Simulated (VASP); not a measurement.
# WS2 in VASP: further runs, part 2 of 2

VASP 6.6.1. The steps go on from the part before.

**4. Single point, r2SCAN (strain +0.000 along x and y, -0.025 along z)**

Contents of POSCAR:

```
WS2
1.0
    3.1810954022      0.0000000000      0.0000000000
   -1.5905477011      2.7549094302      0.0000000000
    0.0000000000      0.0000000000     16.5269715034
W S
1 2
Direct
    0.3333333333      0.6666666667      0.0000000000
    0.6666666667      0.3333333333      0.9080224902
    0.6666666667      0.3333333333      0.0919775098
```

Contents of INCAR.step1:

```
PREC = Accurate
ENCUT = 520
ISMEAR = 0
SIGMA = 0.05
LREAL = False
LASPH = True
NELM = 60
NBANDS = 20
GGA = PE
ALGO = Normal
EDIFF = 1E-4
LWAVE = True
LCHARG = False
```

Contents of INCAR.step2:

```
PREC = Accurate
ENCUT = 520
EDIFF = 1E-6
ISMEAR = 0
SIGMA = 0.05
LREAL = False
LASPH = True
NELM = 60
ALGO = Normal
ISIF = 2
LWAVE = False
LCHARG = True
METAGGA = R2SCAN
LMIXTAU = True
LELF = True
LVHAR = True
NBANDS = 20
ISTART = 1
```

Contents of KPOINTS:

```
Automatic mesh
0
Gamma
  12 12 2
```

Potentials or basis: VASP PAW PBE potentials, release 64 (W_sv, S).

Command:

```bash
cat potpaw_PBE.64/W_sv/POTCAR potpaw_PBE.64/S/POTCAR > POTCAR
cp INCAR.step1 INCAR
mpirun -np 1 vasp_std > vasp.out
cp INCAR.step2 INCAR
mpirun -np 1 vasp_std > vasp.out
```

OUTCAR:

```text
PREC = Accurate
   ENCUT = 520
   EDIFF = 1E-6
   ISMEAR = 0
   LREAL = False
   LASPH = True
   NELM = 60
   ISIF = 2
   METAGGA = R2SCAN
   ISTART = 1

 ion  position               nearest neighbor table
   1  0.333  0.667  0.000-   2 2.38   3 2.38   2 2.38   3 2.38   2 2.38   3 2.38
   2  0.667  0.333  0.908-   1 2.38   1 2.38   1 2.38
   3  0.667  0.333  0.092-   1 2.38   1 2.38   1 2.38

  LATTYP: Found a hexagonal cell.
 ALAT       =     3.1810954022
 C/A-ratio  =     5.1953712209

  Lattice vectors:

 A1 = (   3.1810954022,   0.0000000000,   0.0000000000)
 A2 = (  -1.5905477011,   2.7549094302,   0.0000000000)
 A3 = (   0.0000000000,   0.0000000000,  16.5269715034)

Analysis of symmetry for initial positions (statically):
=====================================================================
 Subroutine PRICEL returns:
 Original cell was already a primitive cell.

 Routine SETGRP: Setting up the symmetry group for a
 hexagonal supercell.

[... 157 lines left out ...]
   NGX = 11   NGY = 11   NGZ = 61

 number of electron      26.0000002 magnetization

 Free energy of the ion-electron system (eV)
  ---------------------------------------------------
  ext. energy  EPLUGINS =         0.00000000
  ---------------------------------------------------
  free energy    TOTEN  =       -70.00633920 eV

  energy without entropy =      -70.00633920  energy(sigma->0) =      -70.00633920

 E-fermi :  -0.7651     XC(G=0):  -4.6792

 val. band max:       -1.1365325571   @ k =   0.0000   0.0000   0.5000
 cond. band min:       0.4756687945   @ k =   0.3333   0.3333   0.0000
 fundamental gap:      1.6122013516
 Fermi energy:        -0.7651132494

 k-point     1 :       0.0000    0.0000    0.0000
  band No.  band energies     occupation
      1     -77.2162      2.00000
      2     -40.8233      2.00000
      3     -40.6801      2.00000
      4     -40.6801      2.00000
      5     -16.9607      2.00000
      6     -15.0449      2.00000
[... 541 lines left out ...]
     19       6.5227      0.00000
     20       6.7658      0.00000

 [... further k-points ...]
[... 5 lines left out ...]
  --------------------------------------------------------------------------------------
  -------------------------------------------------------------------------------------
  Total        1.0182920      1.0182920      2.6485964      0.0000000      0.0000000      0.0000000
  in kB       11.2643360     11.2643360     29.2987482      0.0000000      0.0000000      0.0000000
  external PRESSURE =      17.2758067 kB  Pullay stress =       0.0000000 kB

 VOLUME and BASIS-vectors are now :
 -----------------------------------------------------------------------------
  energy-cutoff  :      520.00
  volume of cell :      144.84
      direct lattice vectors                 reciprocal lattice vectors
     3.181095402  0.000000000  0.000000000     0.314357123  0.181494170  0.000000000
    -1.590547701  2.754909430  0.000000000     0.000000000  0.362988340  0.000000000
     0.000000000  0.000000000 16.526971503     0.000000000  0.000000000  0.060507153

 POSITION                                       TOTAL-FORCE (eV/Angst)
 -----------------------------------------------------------------------------------
     -0.00000      1.83661      0.00000        -0.000000     -0.000000      0.000000
      1.59055      0.91830     15.00686         0.000000      0.000000     -0.878891
      1.59055      0.91830      1.52011        -0.000000      0.000000      0.878891
 -----------------------------------------------------------------------------------
    total drift:                                0.000001     -0.000001     -0.000000

  FREE ENERGIE OF THE ION-ELECTRON SYSTEM (eV)
  ---------------------------------------------------
  free  energy   TOTEN  =       -70.0063392004 eV

  energy  without entropy=      -70.0063392004  energy(sigma->0) =      -70.00633920
```

OUTCAR.step1:

```text
PREC = Accurate
   ENCUT = 520
   ISMEAR = 0
   LREAL = False
   LASPH = True
[... 778 lines left out ...]
     -0.00000      1.83661      0.00000        -0.000000      0.000000      0.000000
      1.59055      0.91830     15.00686         0.000000     -0.000000     -1.116036
      1.59055      0.91830      1.52011         0.000000     -0.000000      1.116036
 -----------------------------------------------------------------------------------
    total drift:                               -0.000000      0.000000     -0.000000

  FREE ENERGIE OF THE ION-ELECTRON SYSTEM (eV)
  ---------------------------------------------------
  free  energy   TOTEN  =       -23.6159245789 eV

  energy  without entropy=      -23.6159245789  energy(sigma->0) =      -23.61592458
```

OSZICAR.step1:

```text
N       E                     dE             d eps       ncg     rms          rms(c)
DAV:   1     0.179559331411E+03    0.17956E+03   -0.13924E+04  1824   0.109E+03
DAV:   2    -0.116647707879E+02   -0.19122E+03   -0.18581E+03  1984   0.258E+02
DAV:   3    -0.247222955185E+02   -0.13058E+02   -0.12964E+02  2024   0.664E+01
DAV:   4    -0.249673284594E+02   -0.24503E+00   -0.24468E+00  1952   0.998E+00
DAV:   5    -0.249732158299E+02   -0.58874E-02   -0.58870E-02  2028   0.159E+00    0.280E+01
DAV:   6    -0.237789191142E+02    0.11943E+01   -0.62046E+00  1732   0.167E+01    0.116E+01
DAV:   7    -0.236679462767E+02    0.11097E+00   -0.13357E+00  1748   0.646E+00    0.502E+00
DAV:   8    -0.236188347867E+02    0.49111E-01   -0.27892E-01  1860   0.349E+00    0.108E+00
DAV:   9    -0.236174480512E+02    0.13867E-02   -0.14835E-02  2024   0.783E-01    0.656E-01
DAV:  10    -0.236161390073E+02    0.13090E-02   -0.79106E-03  1888   0.587E-01    0.727E-02
DAV:  11    -0.236159879881E+02    0.15102E-03   -0.86424E-04  1772   0.194E-01    0.669E-02
DAV:  12    -0.236159245789E+02    0.63409E-04   -0.63755E-05  1236   0.551E-02
   1 F= -.23615925E+02 E0= -.23615925E+02  d E =-.214326E-24
```

Wall time 3.4 min (1 thread of Intel Xeon 6975P-C (Granite Rapids), shared host); peak memory 0.35 GiB.

What came out:

```
Free energy            : -70.0063 eV
Largest force          : 0.879 eV/Å
Band gap on the k mesh : 1.61 eV (least direct gap 1.83 eV)
```

Forces on the atoms (eV/Å):
```
W    0.000  0.000  0.000
S    0.000  0.000 -0.879
S    0.000  0.000  0.879
```

Levels at points of the mesh, in eV from the valence-band top:
| k point | band 11 | band 12 | band 13 | band 14 | band 15 | band 16 |
| --- | --- | --- | --- | --- | --- | --- |
| (0.00, 0.00, 0.00) | -2.12 | -2.12 | 0.00 | 2.93 | 2.93 | 3.22 |
| (0.50, 0.00, 0.00) | -2.32 | -1.72 | -1.14 | 2.80 | 3.33 | 4.36 |
| (0.00, 0.00, 0.50) | -2.12 | -2.12 | 0.00 | 2.93 | 2.93 | 3.22 |
| (0.50, 0.00, 0.50) | -2.32 | -1.72 | -1.14 | 2.80 | 3.33 | 4.36 |

Caveat: the cell differs from its parent crystal (strain +0.000 along x and y, -0.025 along z); the PAW data sets were made with another functional, which shifts forces and pressure a little; spin-orbit coupling is left out, which moves the levels of the heavy elements.

**5. Overview**

| cell | gap on the mesh (eV) | largest force (eV/Å) |
| --- | --- | --- |
| a = 3.181, b = 3.181, c = 16.103 Å, angles 90.0, 90.0, 120.0°, 3 atoms | 1.29 | 1.82 |
| a = 3.102, b = 3.102, c = 16.951 Å, angles 90.0, 90.0, 120.0°, 3 atoms | 2.21 | 0.64 |
| a = 3.181, b = 3.181, c = 16.527 Å, angles 90.0, 90.0, 120.0°, 3 atoms | 1.61 | 0.88 |

Alike in all rows: task single point; level r2SCAN; potentials or basis VASP PAW PBE potentials, release 64 (W_sv, S); no spin polarisation; k mesh 12 × 12 × 2; cutoff (eV) 520; smearing gaussian 0.05 eV.

Caveats: the PAW data sets were made with another functional, which shifts forces and pressure a little; spin-orbit coupling is left out, which moves the levels of the heavy elements.

Total energies depend on the potentials used, so only differences within one code and one set of settings carry meaning.
